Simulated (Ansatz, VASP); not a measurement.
**One calculation of As, two programs**

```
As
1.0
     1.85646   -5.38516    0.00000
     1.85646    5.38516    0.00000
     0.00000    0.00000    4.20769
As
4
Direct
  0.11271 0.88729 0.05343
  0.61271 0.38729 0.44657
  0.88729 0.11271 0.94657
  0.38729 0.61271 0.55343
```

Alike in both runs: functional LDA; k mesh 10 × 10 × 8; occupations gaussian, width 0.01 eV; no spin polarisation.

Ansatz relaxed the structure, and its values are those at the end. VASP's run is a single point on that final structure, the one shown.

|  | VASP | Ansatz |
| --- | --- | --- |
| version | VASP 6.6.1 | Ansatz 0.2.0 |
| potentials or method | VASP PAW LDA potentials, release 64 (As), cutoff 520 eV | scalar-relativistic, plane waves, PAW |
| valence electrons in the cell | 20 | 60 |

Ansatz gave:

- gap on the k mesh at the Fermi level (eV): none
- pressure (GPa): 0.0
- rms of the force components (eV/Å): 0.001

Task: What did VASP give for the same quantities?

Result: gap on the k mesh at the Fermi level (eV): none; pressure (GPa): 0.5; rms of the force components (eV/Å): 0.043.

LDA's correlation is that of Perdew and Zunger in VASP and of Perdew and Wang (1992) in Ansatz. A gap of «none» marks a metal or a gap that the smearing closes. VASP's potentials hold 20 valence electrons a cell and Ansatz's 60, so a difference there can come from the potentials and not from the codes.
